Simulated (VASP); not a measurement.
# MoS2 (P6_3/mmc) in VASP: single point with PBE

Aim: the single point of MoS2 with PBE.

Program: VASP 6.6.1. These are calculated values, not measurements. Logs are shortened: lines on timing, memory, paths and dates and some standing lists are left out, and cuts for length are marked.

## Step 1: The cell of the first run

Symmetry: P6_3/mmc, No. 194, hexagonal system. Conventional cell: a = 3.160 Å, b = 3.160 Å, c = 12.295 Å, α = 90.00°, β = 90.00°, γ = 120.00°. Within 3.2 Å of Mo (site symmetry -6m2) lie 6 S at 2.42 Å and 6 Mo at 3.16 Å. S (site symmetry 3m) has 3 Mo at 2.42 Å and 7 S at 3.16 to 3.17 Å within 3.2 Å.

## Step 2: Single point, PBE

Contents of INCAR:

```
SYSTEM = MoS2
  PREC = Accurate
  ENCUT = 500
  EDIFF = 1E-6
  ISMEAR = 0
  SIGMA = 0.01
  LREAL = .False.
  LASPH = .True.
  NELM = 120
  ALGO = Normal
  ISIF = 2
  LWAVE = .False.
  LCHARG = .False.
  GGA = PE
  NBANDS = 35
  GGA_COMPAT = .False.
```

Contents of KPOINTS:

```
Automatic mesh
0
Gamma
  9 9 2
  0 0 0
```

Contents of POSCAR:

```
MoS2
1.0
    3.1600000000      0.0000000000      0.0000000000
   -1.5800000000      2.7366400000      0.0000000000
    0.0000000000      0.0000000000     12.2950000000
Mo S
2 4
Direct
    0.3333333333      0.6666666667      0.2500000000
    0.6666666667      0.3333333333      0.7500000000
    0.3333333333      0.6666666667      0.6210000000
    0.3333333333      0.6666666667      0.8790000000
    0.6666666667      0.3333333333      0.1210000000
    0.6666666667      0.3333333333      0.3790000000
```

Potentials or basis: VASP PAW PBE potentials, release 64 (Mo_sv, S).

Run with:

```
> cat potpaw_PBE.64/Mo_sv/POTCAR potpaw_PBE.64/S/POTCAR > POTCAR
> mpirun -np 1 vasp_std > vasp.out
```

OUTCAR:

```text
SYSTEM = MoS2
   PREC = Accurate
   ENCUT = 500
   EDIFF = 1E-6
   ISMEAR = 0
   LREAL = .False.
   LASPH = .True.
   NELM = 120
   ISIF = 2
   GGA = PE

 ion  position               nearest neighbor table
   1  0.333  0.667  0.250-   5 2.42   6 2.42   5 2.42   6 2.42   5 2.42   6 2.42
   2  0.667  0.333  0.750-   3 2.42   4 2.42   3 2.42   4 2.42   3 2.42   4 2.42
   3  0.333  0.667  0.621-   2 2.42   2 2.42   2 2.42
   4  0.333  0.667  0.879-   2 2.42   2 2.42   2 2.42
   5  0.667  0.333  0.121-   1 2.42   1 2.42   1 2.42
   6  0.667  0.333  0.379-   1 2.42   1 2.42   1 2.42

  LATTYP: Found a hexagonal cell.
 ALAT       =     3.1600000000
 C/A-ratio  =     3.8908227848

  Lattice vectors:

 A1 = (   3.1600000000,   0.0000000000,   0.0000000000)
 A2 = (  -1.5800000000,   2.7366400000,   0.0000000000)
 A3 = (   0.0000000000,   0.0000000000,  12.2950000000)

Analysis of symmetry for initial positions (statically):
=====================================================================
 Subroutine PRICEL returns:
 Original cell was already a primitive cell.

 Routine SETGRP: Setting up the symmetry group for a
 hexagonal supercell.

 Subroutine GETGRP returns: Found 24 space group operations
 (whereof 12 operations were pure point group operations)
 out of a pool of 24 trial point group operations.

The static configuration has the point symmetry D_3d.
 The point group associated with its full space group is D_6h.

Analysis of symmetry for dynamics (positions and initial velocities):
=====================================================================
 Subroutine PRICEL returns:
 Original cell was already a primitive cell.

 Routine SETGRP: Setting up the symmetry group for a
 hexagonal supercell.

 Subroutine GETGRP returns: Found 24 space group operations
 (whereof 12 operations were pure point group operations)
 out of a pool of 24 trial point group operations.

The dynamic configuration has the point symmetry D_3d.
 The point group associated with its full space group is D_6h.

 Subroutine INISYM returns: Found 24 space group operations
 (whereof 12 operations are pure point group operations),
 and found     1 'primitive' translations

----------------------------------------------------------------------------------------

                                     Primitive cell

  volume of cell :     106.3245

  direct lattice vectors                    reciprocal lattice vectors
     3.160000000  0.000000000  0.000000000     0.316455696  0.182705800  0.000000000
    -1.580000000  2.736640000  0.000000000     0.000000000  0.365411600  0.000000000
     0.000000000  0.000000000 12.295000000     0.000000000  0.000000000  0.081333876

  length of vectors
     3.160000000  3.159999761 12.295000000     0.365411572  0.365411600  0.081333876

  position of ions in fractional coordinates (direct lattice)
     0.333333333  0.666666667  0.250000000
     0.666666667  0.333333333  0.750000000
     0.333333333  0.666666667  0.621000000
     0.333333333  0.666666667  0.879000000
     0.666666667  0.333333333  0.121000000
     0.666666667  0.333333333  0.379000000

  ion indices of the primitive-cell ions
   primitive index   ion index
                 1           1
                 2           2
                 3           3
                 4           4
                 5           5
                 6           6

----------------------------------------------------------------------------------------

 KPOINTS: Automatic mesh

Automatic generation of k-mesh.
 Grid dimensions read from file:
 generate k-points for:    9    9    2

 Generating k-lattice:

  Cartesian coordinates                     Fractional coordinates (reciprocal lattice)
     0.035161744  0.020300644  0.000000000     0.111111111  0.000000000  0.000000000
     0.000000000  0.040601289  0.000000000     0.000000000  0.111111111  0.000000000
     0.000000000  0.000000000  0.040666938     0.000000000  0.000000000  0.500000000

  Length of vectors
     0.040601286  0.040601289  0.040666938

  Shift w.r.t. Gamma in fractional coordinates (k-lattice)
     0.000000000  0.000000000  0.000000000

 Subroutine IBZKPT returns following result:
 ===========================================

 Found     24 irreducible k-points:

 Following reciprocal coordinates:
            Coordinates               Weight
  0.000000  0.000000  0.000000      1.000000
  0.111111  0.000000  0.000000      6.000000
  0.222222  0.000000  0.000000      6.000000
  0.333333  0.000000  0.000000      6.000000
  0.444444  0.000000  0.000000      6.000000
  0.111111  0.111111  0.000000      6.000000
[... 16 lines left out ...]
  0.333333  0.222222  0.500000     12.000000
  0.333333  0.333333  0.500000      2.000000
   k-points           NKPTS =     24   k-points in BZ     NKDIM =     24   number of bands    NBANDS=     35
   number of dos      NEDOS =    301   number of ions     NIONS =      6
   total plane-waves  NPLWV =  51840
   dimension x,y,z NGX =    24 NGY =   24 NGZ =   90
   dimension x,y,z NGXF=    48 NGYF=   48 NGZF=  180
   ions per type =               2   4
   NGX,Y,Z   is equivalent  to a cutoff of  12.63, 12.63, 12.17 a.u.
   NGXF,Y,Z  is equivalent  to a cutoff of  25.25, 25.25, 24.34 a.u.
 SYSTEM =  MoS2
   PREC   = accura    normal or accurate (medium, high low for compatibility)
   ISTART =      0    job   : 0-new  1-cont  2-samecut
   ICHARG =      2    charge: 1-file 2-atom 10-const
   ISPIN  =      1    spin polarized calculation?
   LNONCOLLINEAR =      F non collinear calculations
   LSORBIT =      F    spin-orbit coupling
   LASPH  =      T    aspherical Exc in radial PAW
   ENCUT  =  500.0 eV  36.75 Ry    6.06 a.u.   5.76  5.76 22.42*2*pi/ulx,y,z
   NELM   =    120;   NELMIN=  2; NELMDL= -5     # of ELM steps
   EDIFF  = 0.1E-05   stopping-criterion for ELM
   LREAL  =      F    real-space projection
   EDIFFG = 0.1E-04   stopping-criterion for IOM
   NSW    =      0    number of steps for IOM
   IBRION =     -1    ionic relax: 0-MD 1-quasi-New 2-CG
   NFREE  =      0    steps in history (QN), initial steepest desc. (CG)
   ISIF   =      2    stress and relaxation
   ISYM   =      2    0-nonsym 1-usesym 2-fastsym
   POTIM  = 0.5000    time-step for ionic-motion
   TEBEG  =    0.0;   TEEND  =   0.0 temperature during run
   PSTRESS=    0.0 pullay stress
   NELECT =      52.0000    total number of electrons
   NUPDOWN=      -1.0000    fix difference up-down
   EMIN   =  10.00;   EMAX   =-10.00  energy-range for DOS
   EFERMI =   0.00;   METHOD = LEGACY
   ISMEAR =     0;   SIGMA  =   0.01  broadening in eV -4-tet -1-fermi 0-gaus
   EFERMI_NEDOS =   21; number of points for ismear=-14 and -15
   IALGO  =     38    algorithm
   IMIX   =      4    mixing-type and parameters
     AMIX     =   0.40;   BMIX     =  1.00
     AMIX_MAG =   1.60;   BMIX_MAG =  1.00
  volume/ion in A,a.u.               =      17.72       119.59
  Fermi-wavevector in a.u.,A,eV,Ry     =   1.289827  2.437420 22.635388  1.663654
  Thomas-Fermi vector in A             =   2.421696
   LORBIT       =      0    0 simple, 1 ext, 2 COOP (PROOUT), +10 PAW based schemes
   GGA     = PE    functional components
   LHFCALC =     F    Hartree Fock is set to
   AEXX    =    0.0000 exact exchange contribution
   IVDW    =     0    specifies the selected vdW correction
   LEPSILON=     F    determine dielectric tensor
   LRPA    =     F    only Hartree local field effects (RPA)
 non-spin polarized calculation
 Gauss-broadening in eV      SIGMA  =   0.01
  energy-cutoff  :      500.00
  volume of cell :      106.32
 maximum number of plane-waves:      2716
 NGX is ok and might be reduce to    24
   NGX = 11   NGY = 11   NGZ = 45

 number of electron      51.9999991 magnetization

 Free energy of the ion-electron system (eV)
  ---------------------------------------------------
  ext. energy  EPLUGINS =         0.00000000
  ---------------------------------------------------
  free energy    TOTEN  =       -43.58100069 eV

  energy without entropy =      -43.58100069  energy(sigma->0) =      -43.58100069

 E-fermi :   7.6318     XC(G=0): -10.8881

 val. band max:        7.5326823757   @ k =   0.0000   0.0000   0.0000
 cond. band min:       8.4863108141   @ k =   0.2222   0.1111   0.0000
 fundamental gap:      0.9536284383
 Fermi energy:         7.6318468468

 k-point     1 :       0.0000    0.0000    0.0000
  band No.  band energies     occupation
      1     -53.9142      2.00000
      2     -53.9142      2.00000
      3     -28.0635      2.00000
      4     -28.0634      2.00000
      5     -27.8303      2.00000
      6     -27.8303      2.00000
[... 27 lines left out ...]
     34      10.0020      0.00000
     35      13.2273      0.00000

 k-point     2 :       0.1111    0.0000    0.0000
  band No.  band energies     occupation
      1     -53.9095      2.00000
      2     -53.9094      2.00000
      3     -28.0543      2.00000
      4     -28.0542      2.00000
      5     -27.8775      2.00000
      6     -27.8775      2.00000
[... 27 lines left out ...]
     34      10.0681      0.00000
     35      14.0453      0.00000

 k-point     3 :       0.2222    0.0000    0.0000
  band No.  band energies     occupation
      1     -53.8974      2.00000
      2     -53.8974      2.00000
      3     -28.0310      2.00000
      4     -28.0309      2.00000
      5     -27.9955      2.00000
      6     -27.9955      2.00000
[... 27 lines left out ...]
     34      10.6872      0.00000
     35      14.9805      0.00000
[... 723 lines left out ...]
 k-point    23 :       0.3333    0.2222    0.5000
  band No.  band energies     occupation
      1     -53.8707      2.00000
      2     -53.8707      2.00000
      3     -28.1648      2.00000
      4     -28.1648      2.00000
      5     -28.0145      2.00000
      6     -28.0145      2.00000
[... 27 lines left out ...]
     34      11.5667      0.00000
     35      14.1353      0.00000

 k-point    24 :       0.3333    0.3333    0.5000
  band No.  band energies     occupation
      1     -53.8683      2.00000
      2     -53.8683      2.00000
      3     -28.1250      2.00000
      4     -28.1250      2.00000
      5     -28.0830      2.00000
      6     -28.0830      2.00000
[... 27 lines left out ...]
     34      11.7508      0.00000
     35      14.3014      0.00000

------------------------ aborting loop because EDIFF is reached ----------------------------------------

  FORCE on cell =-STRESS in cart. coord.  units (eV):
  Direction    XX          YY          ZZ          XY          YZ          ZX
  --------------------------------------------------------------------------------------
  -------------------------------------------------------------------------------------
  Total        1.0083253      1.0083251     -0.4907995     -0.0000000      0.0000000      0.0000000
  in kB       15.1942040     15.1942010     -7.3957355     -0.0000000      0.0000000      0.0000000
  external PRESSURE =       7.6642232 kB  Pullay stress =       0.0000000 kB

 VOLUME and BASIS-vectors are now :
 -----------------------------------------------------------------------------
  energy-cutoff  :      500.00
  volume of cell :      106.32
      direct lattice vectors                 reciprocal lattice vectors
     3.160000000  0.000000000  0.000000000     0.316455696  0.182705800  0.000000000
    -1.580000000  2.736640000  0.000000000     0.000000000  0.365411600  0.000000000
     0.000000000  0.000000000 12.295000000     0.000000000  0.000000000  0.081333876

 POSITION                                       TOTAL-FORCE (eV/Angst)
 -----------------------------------------------------------------------------------
     -0.00000      1.82443      3.07375        -0.000000     -0.000000      0.000000
      1.58000      0.91221      9.22125         0.000000      0.000000      0.000000
     -0.00000      1.82443      7.63520        -0.000000      0.000000      0.422491
     -0.00000      1.82443     10.80730        -0.000000     -0.000000     -0.422491
      1.58000      0.91221      1.48770         0.000000     -0.000000      0.422491
      1.58000      0.91221      4.65980         0.000000     -0.000000     -0.422491
 -----------------------------------------------------------------------------------
    total drift:                               -0.000000      0.000000     -0.000000

  FREE ENERGIE OF THE ION-ELECTRON SYSTEM (eV)
  ---------------------------------------------------
  free  energy   TOTEN  =       -43.5810006901 eV

  energy  without entropy=      -43.5810006901  energy(sigma->0) =      -43.58100069
```

It took 86 s on 1 thread of Intel Xeon 6975P-C, shared host; peak memory 0.25 GiB.

What came out:

```yaml
Free_energy: -43.5810 eV
Pressure: 0.8 GPa
Largest_force: 0.422 eV/Å
Band_gap_on_the_k_mesh: 0.95 eV, indirect (least direct gap 1.71 eV)
```

Forces on the atoms (eV/Å):
```
Mo   0.000  0.000  0.000
Mo   0.000  0.000  0.000
S    0.000  0.000  0.422
S    0.000  0.000 -0.422
S    0.000  0.000  0.422
S    0.000  0.000 -0.422
```

Levels at points of the mesh, in eV from the valence-band top:
```
           k point  band 23  band 24  band 25  band 26  band 27  band 28  band 29  band 30
(0.00, 0.00, 0.00)    -1.96    -1.18    -1.13     0.00     2.17     2.17     2.21     2.21
(0.00, 0.00, 0.50)    -1.98    -1.98    -0.26    -0.26     2.18     2.18     2.18     2.18
```

Caveat: this functional lacks dispersion, which binds the layers, so the pressure and a relaxed spacing across them are unreliable. PBE gaps usually lie below the measured ones, often by a third to a half.
